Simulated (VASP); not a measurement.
Set up this calculation in VASP 6.6.1, as the native input.

```yaml
Task: single point
Functional: BLYP
Potentials_or_basis: VASP PAW PBE potentials, release 64 (K_sv, Cl)
Cutoff: 520 eV
k_mesh: 6 × 6 × 6
Occupations: gaussian, width 0.01 eV
Spin: no spin polarisation
Dipole_correction: no
Further_INCAR_settings: ALGO = Normal; EDIFF = 1e-06; NBANDS = 15
```

The structure of KCl (Sylvite) lies in POSCAR:

```
KCl
1.0
    0.0000000000      3.1464700000      3.1464700000
    3.1464700000      0.0000000000      3.1464700000
    3.1464700000      3.1464700000      0.0000000000
K Cl
1 1
Direct
    0.0000000000      0.0000000000      0.0000000000
    0.5000000000      0.5000000000      0.5000000000
```

One way to write it, as run:

INCAR

```
SYSTEM = KCl
PREC = Accurate
ENCUT = 520
EDIFF = 1E-6
ISMEAR = 0
SIGMA = 0.01
LREAL = .False.
LASPH = .True.
NELM = 80
ALGO = Normal
ISIF = 2
LWAVE = .False.
LCHARG = .True.
GGA = B5
ALDAX = 1.0
AGGAX = 1.0
AGGAC = 1.0
ALDAC = 0.0
LELF = .True.
LVHAR = .True.
NBANDS = 15
```

KPOINTS

```
Automatic mesh
0
Gamma
  6 6 6
  0 0 0
```

Potentials or basis: VASP PAW PBE potentials, release 64 (K_sv, Cl).

Launch:

```console
$ cat potpaw_PBE.64/K_sv/POTCAR potpaw_PBE.64/Cl/POTCAR > POTCAR
$ mpirun -np 1 vasp_std > vasp.out
```

Results of the run:

```
Pressure               : 1.5 GPa
Band gap on the k mesh : 5.18 eV, direct
```

Caveat: the PAW data sets were made with another functional, which shifts forces and pressure a little.

Run time: 24 s on 1 thread of AMD EPYC 9R45 96-Core Processor (Zen 5), with other jobs on the host, peak memory 0.17 GiB.
